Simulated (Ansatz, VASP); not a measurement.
GaAs in VASP and in Ansatz

```
Ga As
1.0
     3.14187    0.00000    0.00000
     0.00000    3.14187    0.00000
     0.00000    0.00000    3.81262
Ga As
1 1
Direct
  0.50000 0.50000 0.50000
  0.00000 0.00000 0.00000
```

Alike in both runs: functional r2SCAN; k mesh 6 × 6 × 4; occupations gaussian, width 0.1 eV; no spin polarisation.

Ansatz relaxed the structure, and its values are those at the end. VASP's run is a single point on that final structure, the one shown.

|  | VASP | Ansatz |
| --- | --- | --- |
| version | VASP 6.6.1 | Ansatz 0.2.0 |
| potentials or method | VASP PAW PBE potentials, release 64 (Ga_d, As), cutoff 520 eV | scalar-relativistic, plane waves, PAW |
| valence electrons in the cell | 18 | 28 |

|  | VASP | Ansatz | Ansatz less VASP |
| --- | --- | --- | --- |
| gap on the k mesh at the Fermi level (eV) | none | none | - |
| pressure (GPa) | 0.0 | 0.0 | -0.01 |

VASP's potentials were made for PBE, not for r2SCAN. A gap of «none» marks a metal or a gap that the smearing closes. VASP's potentials hold 18 valence electrons a cell and Ansatz's 28, so a difference there can come from the potentials and not from the codes.

The k mesh is coarse, so the values compare programs but aren't converged.
